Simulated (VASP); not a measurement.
The system is Hf.

```
Hf
1.0
     0.00000    2.22000    2.22000
     2.22000    0.00000    2.22000
     2.22000    2.22000    0.00000
Hf
1
Direct
  0.00000 0.00000 0.00000
```

- Program: VASP 6.6.1
- Task: relaxation of cell and atoms
- Functional: BLYP
- Potentials or basis: VASP PAW PBE potentials, release 64 (Hf_pv)
- Cutoff: 600 eV
- k mesh: 10 × 10 × 10
- Occupations: fermi-dirac, width 0.05 eV
- Spin: no spin polarisation

At the start: pressure 6.0 GPa; volume 21.88 Å³/atom.

Problem. Where does the relaxation end?

Solution. Over 3 steps the energy falls by 21.9 meV/atom and the volume is 23.11 Å³/atom (+5.6 %); space group Fm-3m (No. 225, to 0.05 Å).

Step by step:
| step | energy change (eV) | largest force (eV/Å) | pressure (GPa) | volume (Å³) |
| --- | --- | --- | --- | --- |
| 1 | 0.0000 | 0.0000 | 6.02 | 21.88 |
| 2 | 0.0053 | 0.0000 | -5.54 | 24.59 |
| 3 | -0.0219 | 0.0000 | -0.07 | 23.11 |

Final structure:
```xyz
1
Lattice="0.0000 2.2609 2.2609 2.2609 0.0000 2.2609 2.2609 2.2609 0.0000" Properties=species:S:1:pos:R:3 pbc="T T T"
Hf    0.0000    0.0000    0.0000
```

Caveat: the PAW data sets were made with another functional, which shifts forces and pressure a little.
